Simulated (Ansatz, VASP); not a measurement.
HgTe: VASP beside Ansatz

```
Hg Te
1.0
     0.01474    3.21112    3.12757
     3.21128   -0.02731    3.16962
     3.22242    3.26432   -0.03846
Hg Te
1 1
Direct
  0.00150 0.99701 0.00087
  0.25361 0.25856 0.24026
```

Alike in both runs: task single point; functional PBE; k mesh 3 × 3 × 3; no spin polarisation.

|  | VASP | Ansatz |
| --- | --- | --- |
| version | VASP 6.6.1 | Ansatz 0.2.0 |
| potentials or method | VASP PAW PBE potentials, release 64 (Hg, Te), cutoff 500 eV | plane waves, PAW |
| occupations | gaussian, width 0.01 eV | fixed |
| valence electrons in the cell | 18 | 36 |

Ansatz gave:

```
pressure (GPa)                                                : 6.3
traceless stress, the component that is largest in VASP (GPa) : -0.90
rms of the force components (eV/Å)                            : 0.164
```

**Question.** What did VASP give for the same quantities?

**Answer.** Pressure (GPa): 6.4; traceless stress, the component that is largest in VASP (GPa): -0.93; rms of the force components (eV/Å): 0.168.

Atom by atom the forces differ by 0.005 eV/Å (rms over components). VASP's potentials hold 18 valence electrons a cell and Ansatz's 36, so a difference there can come from the potentials and not from the codes. Ansatz's warnings: stress scf threshold loose.

The k mesh is coarse, so the values compare programs but aren't converged. Neither program's run includes spin-orbit coupling.
